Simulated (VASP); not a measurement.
Input of a VASP 6.6.1 run:

Contents of INCAR:

```
ALGO = Normal ; EDIFF = 1E-6
EDIFFG = -0.02 ; ENCUT = 520
GGA = PE ; IBRION = 2
ISIF = 2 ; ISMEAR = -1
LASPH = T ; LCHARG = F
LREAL = F ; LWAVE = F
NELM = 100 ; NSW = 80
PREC = Accurate ; SIGMA = 0.05
```

The input KPOINTS:

```
k-points
0
Gamma
  16 16 16
```

File POSCAR:

```
AlRu
1.0
    2.9511680166      0.0000000000      0.0000000000
    0.0000000000      2.9511680166      0.0000000000
    0.0000000000      0.0000000000      2.9511680166
Al Ru
1 1
Direct
    0.0000000000      0.0000000000      0.0000000000
    0.5000000000      0.5000000000      0.5000000000
```

Potentials or basis: VASP PAW PBE potentials, release 64 (Al, Ru_pv).

Run with:

```sh
$ cat potpaw_PBE.64/Al/POTCAR potpaw_PBE.64/Ru_pv/POTCAR > POTCAR
$ mpirun -np 1 vasp_std > vasp.out
```

Question: What does it give for the band gap on the k mesh?

Answer: Zero (an odd number of electrons rules out a gap without spin polarisation).

Final structure:
```
Al Ru
1.0
     2.95117    0.00000    0.00000
     0.00000    2.95117    0.00000
     0.00000    0.00000    2.95117
Al Ru
1 1
Direct
  0.00000 0.00000 0.00000
  0.50000 0.50000 0.50000
```

Caveat: the relaxation stopped at its first step, so nothing moved.
